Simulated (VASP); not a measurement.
CaSc2:

```
CELL_PARAMETERS angstrom
4.18159 0.00000 0.00000
-2.09080 3.62137 0.00000
0.00000 0.00000 4.18257
ATOMIC_POSITIONS crystal
Ca 0.00000 0.00000 0.00000
Sc 0.33333 0.66667 0.50000
Sc 0.66667 0.33333 0.50000
```

The cell was generated, and may not be a known phase.

- Program: VASP 6.6.1
- Task: relaxation of cell and atoms
- Functional: PBE
- Potentials or basis: VASP PAW PBE potentials, release 64 (Ca_sv, Sc_sv)
- Cutoff: 600 eV
- k mesh: 6 × 6 × 4
- Occupations: gaussian, width 0.1 eV
- Spin: no spin polarisation

At the start: pressure 21.8 GPa; volume 21.11 Å³/atom.

Question: How do energy, volume and symmetry change on relaxing?

Answer: Over 11 steps the energy falls by 1130.9 meV/atom and the volume is 29.14 Å³/atom (+38.0 %); space group P6/mmm (No. 191, to 0.1 Å) before and after.

The path:
| step | energy change (eV) | largest force (eV/Å) | pressure (GPa) | volume (Å³) |
| --- | --- | --- | --- | --- |
| 1 | 0.0000 | 0.0000 | 21.77 | 63.34 |
| 2 | -2.3582 | 0.0000 | 0.87 | 93.02 |
| 3 | -2.4251 | 0.0000 | -2.83 | 107.65 |
| 4 | -2.4481 | 0.0000 | -1.79 | 102.96 |
| 5 | -2.8446 | 0.0000 | -2.38 | 100.54 |
| 6 | -3.2594 | 0.0000 | -0.50 | 88.57 |
| 7 | -3.3194 | 0.0000 | -2.32 | 94.81 |
| 8 | -3.3527 | 0.0000 | -2.03 | 93.37 |
| 9 | -3.3586 | 0.0000 | -1.93 | 92.82 |
| 10 | -3.3873 | 0.0000 | 0.86 | 85.38 |
| 11 | -3.3927 | 0.0000 | -0.01 | 87.41 |

Final structure:
```cif
data_structure
_symmetry_space_group_name_H-M 'P 1'
_symmetry_Int_Tables_number 1
_cell_length_a 5.5096
_cell_length_b 5.5096
_cell_length_c 3.3248
_cell_angle_alpha 90.000
_cell_angle_beta 90.000
_cell_angle_gamma 120.000
_cell_volume 87.41
loop_
_atom_site_label
_atom_site_type_symbol
_atom_site_fract_x
_atom_site_fract_y
_atom_site_fract_z
_atom_site_occupancy
Ca1 Ca 0.00000 0.00000 0.00000 1
Sc1 Sc 0.33333 0.66667 0.50000 1
Sc2 Sc 0.66667 0.33333 0.50000 1
```

Caveat: the k points lie up to 0.47 Å⁻¹ apart in the final cell, too coarse for converged energies and pressures of a metal; the volume moved by over 15 % at a fixed basis, so the end points are rough.
